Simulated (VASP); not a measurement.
AlCo: relaxation of cell and atoms with PBE

The system is AlCo.

```
CELL_PARAMETERS angstrom
0.00000 2.45096 2.45096
2.45096 0.00000 2.45096
2.45096 2.45096 0.00000
ATOMIC_POSITIONS crystal
Al 0.00000 0.00000 0.00000
Co 0.50000 0.50000 0.50000
```

```
Program                : VASP 6.6.1
Task                   : relaxation of cell and atoms
Functional             : PBE
Potentials or basis    : VASP PAW PBE potentials, release 64 (Al, Co)
Cutoff                 : 600 eV
k mesh                 : 6 × 6 × 6
Occupations            : gaussian, width 0.1 eV
Spin                   : collinear spin, ferromagnetic start
Starting moments       : [0.0, 3.0] μB
Dipole correction      : no
Further INCAR settings : ALGO = Normal; EDIFF = 1e-06; IBRION = 2; EDIFFG = -0.04; NSW = 90; ISIF = 3
```

```yaml
Relaxed_volume: 13.73 Å³/atom
Relaxed_cell: a = 3.386 Å, b = 3.386 Å, c = 3.386 Å, α = 60.00°, β = 60.00°, γ = 60.00°
Space_group_after_relaxing_to_0.05_Å: Fm-3m (No. 225)
Energy_gained_by_relaxing: 23.3 meV/atom
Ionic_steps: 3
Pressure_after_relaxing: 0.1 GPa
Net_moment: 0.25 μB per cell
Site_moments: Al -0.00; Co +0.26 μB
Valence_electrons_inside_the_program's_atomic_spheres: Al 0.84; Co 8.36
```

Step by step:
```csv
step,energy change (eV),largest force (eV/Å),pressure (GPa),volume (Å³)
1,0.0000,0.0000,-6.93,29.45
2,-0.0405,0.0000,2.95,26.82
3,-0.0465,0.0000,0.08,27.45
```

Final structure:
```
Al Co
1.0
     0.00000    2.39435    2.39435
     2.39435    0.00000    2.39435
     2.39435    2.39435    0.00000
Al Co
1 1
Direct
  0.00000 0.00000 0.00000
  0.50000 0.50000 0.50000
```

Levels at points of the mesh, in eV from the Fermi level:
Spin up:
```tsv
k point	band 3	band 4	band 5	band 6	band 7	band 8	band 9	band 10
(0.00, 0.00, 0.00)	-1.54	-1.54	-1.36	-1.36	7.25	7.25	7.25	11.13
(0.50, 0.00, 0.00)	-2.00	-2.00	-0.67	-0.67	0.03	7.18	7.18	8.68
(0.50, 0.50, 0.00)	-2.54	-0.98	-0.49	-0.49	0.59	2.04	2.04	6.58
```
Spin down:
```tsv
k point	band 4	band 5	band 6	band 7	band 8	band 9
(0.00, 0.00, 0.00)	-1.30	-1.19	-1.19	7.27	7.27	7.27
(0.50, 0.00, 0.00)	-1.84	-0.41	-0.41	0.28	7.22	7.22
(0.50, 0.50, 0.00)	-0.80	-0.21	-0.21	0.72	2.06	2.06
```

Run time: 55 s on 1 thread of Intel Xeon 6975P-C, on a shared host, peak memory 0.18 GiB.

Caveat: the k points lie up to 0.38 Å⁻¹ apart in the final cell.
